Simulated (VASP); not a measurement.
Write the native input for VASP 6.6.1 that does the following.

| Property | Result |
| --- | --- |
| Task | single point |
| Functional | r2SCAN |
| Potentials or basis | VASP PAW PBE potentials, release 64 (Zn, O) |
| Cutoff | 520 eV |
| k mesh | 12 × 12 × 6 |
| Occupations | gaussian, width 0.05 eV |
| Spin | no spin polarisation |
| Dipole correction | no |
| Further INCAR settings | ALGO = Normal; EDIFF = 1e-06; NBANDS = 26 |

Crystal: ZnO.

```xyz
4
Lattice="3.4940 0.0000 0.0000 -1.7470 3.0259 0.0000 0.0000 0.0000 4.7945" Properties=species:S:1:pos:R:3 pbc="T T T"
Zn    0.0000    2.0173    0.0059
Zn    1.7470    1.0086    2.4032
O     0.0000    2.0173    1.8261
O     1.7470    1.0086    4.2233
```

This cell differs from its parent crystal: strain +0.080 along x and y, -0.080 along z.

The input as run:

POSCAR

```
ZnO
1.0
    3.4940166523      0.0000000000      0.0000000000
   -1.7470083261      3.0259071821      0.0000000000
    0.0000000000      0.0000000000      4.7945027449
Zn O
2 2
Direct
    0.3333333333      0.6666666667      0.0012360734
    0.6666666667      0.3333333333      0.5012360734
    0.3333333333      0.6666666667      0.3808639266
    0.6666666667      0.3333333333      0.8808639266
```

INCAR.step1

```
PREC     = Accurate       # precision mode
ENCUT    = 520            # plane-wave cutoff, eV
ISMEAR   = 0              # smearing method
SIGMA    = 0.05           # smearing width, eV
LREAL    = False          # projectors in reciprocal space
LASPH    = True           # aspherical terms in the spheres
NELM     = 60             # most SCF steps
NBANDS   = 26             # bands
GGA      = PE             # functional
ALGO     = Normal         # electronic algorithm
EDIFF    = 1E-4           # SCF threshold, eV
LWAVE    = True           # write WAVECAR
LCHARG   = False          # write CHGCAR
```

INCAR.step2

```
PREC     = Accurate       # precision mode
ENCUT    = 520            # plane-wave cutoff, eV
EDIFF    = 1E-6           # SCF threshold, eV
ISMEAR   = 0              # smearing method
SIGMA    = 0.05           # smearing width, eV
LREAL    = False          # projectors in reciprocal space
LASPH    = True           # aspherical terms in the spheres
NELM     = 60             # most SCF steps
ALGO     = Normal         # electronic algorithm
ISIF     = 2              # what is computed and relaxed
LWAVE    = False          # write WAVECAR
LCHARG   = False          # write CHGCAR
METAGGA  = R2SCAN         # meta-GGA
LMIXTAU  = True         
NBANDS   = 26             # bands
ISTART   = 1
```

KPOINTS

```
Automatic mesh
0
Gamma
  12 12 6
```

Potentials or basis: VASP PAW PBE potentials, release 64 (Zn, O).

Run with:

```console
$ cat potpaw_PBE.64/Zn/POTCAR potpaw_PBE.64/O/POTCAR > POTCAR
$ cp INCAR.step1 INCAR
$ mpirun -np 1 vasp_std > vasp.out
$ cp INCAR.step2 INCAR
$ mpirun -np 1 vasp_std > vasp.out
```

It gave:

The pressure is -3.0 GPa and the largest force is 2.029 eV/Å. The band gap on the k mesh is 1.11 eV.

Caveat: the cell differs from its parent crystal (strain +0.080 along x and y, -0.080 along z); the PAW data sets were made with another functional, which shifts forces and pressure a little.

Run time: 3.1 min on 1 thread of Intel(R) Xeon(R) 6975P-C (Granite Rapids), on a shared host, peak memory 0.23 GiB.
